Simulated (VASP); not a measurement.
Set up this calculation in VASP 6.6.1, as the native input.

```
Task                   : single point
Functional             : LDA
Potentials or basis    : VASP PAW LDA potentials, release 64 (C)
Cutoff                 : 520 eV
k mesh                 : 21 × 21 × 6
Occupations            : gaussian, width 0.15 eV
Spin                   : no spin polarisation
Dipole correction      : no
Further INCAR settings : ALGO = Normal; EDIFF = 1e-06; NBANDS = 11
```

The structure of C lies in POSCAR:

```
C
1.0
    2.5033000000      0.0000000000      0.0000000000
   -1.2516500000      2.1679213933      0.0000000000
    0.0000000000      0.0000000000      7.5011000000
C
2
Direct
    0.3333333333      0.6666666667      0.0000000000
    0.6666666667      0.3333333333      0.0000000000
```

The input as run:

INCAR

```
PREC = Accurate
ENCUT = 520
EDIFF = 1E-6
ISMEAR = 0
SIGMA = 0.15
LREAL = F
LASPH = T
NELM = 100
ALGO = Normal
ISIF = 2
LWAVE = F
LCHARG = F
GGA = CA
NBANDS = 11
```

KPOINTS

```
Automatic mesh
0
Gamma
  21 21 6
```

Potentials or basis: VASP PAW LDA potentials, release 64 (C).

Command:

```bash
$ cat potpaw_LDA.64/C/POTCAR > POTCAR
$ mpirun -np 1 vasp_std > vasp.out
```

It gave:

The pressure is -7.9 GPa and the band gap on the k mesh is zero (filled and empty bands touch).

It took 2 min on 1 thread of Intel Xeon 8259CL, with other jobs on the host, peak memory 0.18 GiB.
